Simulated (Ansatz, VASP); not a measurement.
# One calculation of KBr, two programs

Contents of INCAR:

```
SYSTEM = KBr
PREC = Accurate
ENCUT = 520
EDIFF = 1E-7
ISMEAR = 0
SIGMA = 0.05
LREAL = .FALSE.
LASPH = .TRUE.
NELM = 60
ALGO = Normal
ISIF = 2
LWAVE = .FALSE.
LCHARG = .FALSE.
GGA = PE
NBANDS = 15
```

KPOINTS

```
regular mesh
0
G
  6 6 6
  0 0 0
```

POSCAR

```
KBr
1.0
    0.0000000000      3.3336562500      3.3336562500
    3.2925000000      0.0411562500      3.2925000000
    3.2925000000      3.2925000000      0.0411562500
K Br
1 1
Direct
    0.0000000000      0.0000000000      0.0000000000
    0.5000000000      0.5000000000      0.5000000000
```

Input for Ansatz:

```yaml
crystal:
  lattice:
    - [0.0, 3.33365625, 3.33365625]
    - [3.2925, 0.04115625, 3.2925]
    - [3.2925, 3.2925, 0.04115625]
  atoms:
    - { symbol: K, position: [0.0, 0.0, 0.0] }
    - { symbol: Br, position: [0.5, 0.5, 0.5] }
basis:
  ecutwfc: 420
kpoints:
  mp_grid: { grid: [6, 6, 6] }
hamiltonian:
  xc: pbe
scf:
  occupations: { method: gaussian, width: 0.05 }
output:
  forces: true
  stress: true
  eigenvalues: true
```

Change from the starting cell: strain +0.0250 x Voigt [0, 0, 0, 1, 0, 0], atoms carried along.

Alike in both runs: task single point; functional PBE; k mesh 6 × 6 × 6; occupations gaussian, width 0.05 eV; no spin polarisation.

|  | VASP | Ansatz |
| --- | --- | --- |
| version | VASP 6.6.1 | Ansatz 0.2.0 |
| potentials or method | VASP PAW PBE potentials, release 64 (K_sv, Br), cutoff 520 eV | scalar-relativistic, plane waves, PAW |
| valence electrons in the cell | 16 | 16 |

```csv
,VASP,Ansatz,Ansatz less VASP
gap on the k mesh at the Fermi level (eV),4.42,4.42,+0.002
least direct gap on the mesh (eV),4.42,4.42,+0.002
pressure (GPa),0.9,0.8,-0.04
"traceless stress, the component that is largest in VASP (GPa)",-0.12,-0.12,-0.001
```
